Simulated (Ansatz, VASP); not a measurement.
One calculation of SrO, two programs

```xyz
2
Lattice="0.0000 2.8068 2.8068 2.8068 0.0000 2.8068 2.8068 2.8068 0.0000" Properties=species:S:1:pos:R:3 pbc="T T T"
Sr    2.8068    2.8068    2.8068
O     1.4034    1.4034    1.4034
```

Alike in both runs: task single point; functional PBE; k mesh 8 × 8 × 8; occupations gaussian, width 0.02 eV; no spin polarisation.

|  | VASP | Ansatz |
| --- | --- | --- |
| version | VASP 6.6.1 | Ansatz 0.2.0 |
| potentials or method | VASP PAW PBE potentials, release 64 (Sr_sv, O), cutoff 600 eV | scalar-relativistic, plane waves, PAW |
| valence electrons in the cell | 16 | 16 |

```tsv
	VASP	Ansatz	Ansatz less VASP
gap on the k mesh at the Fermi level (eV)	2.48	2.48	-0.006
pressure (GPa)	0.4	0.0	-0.37
```
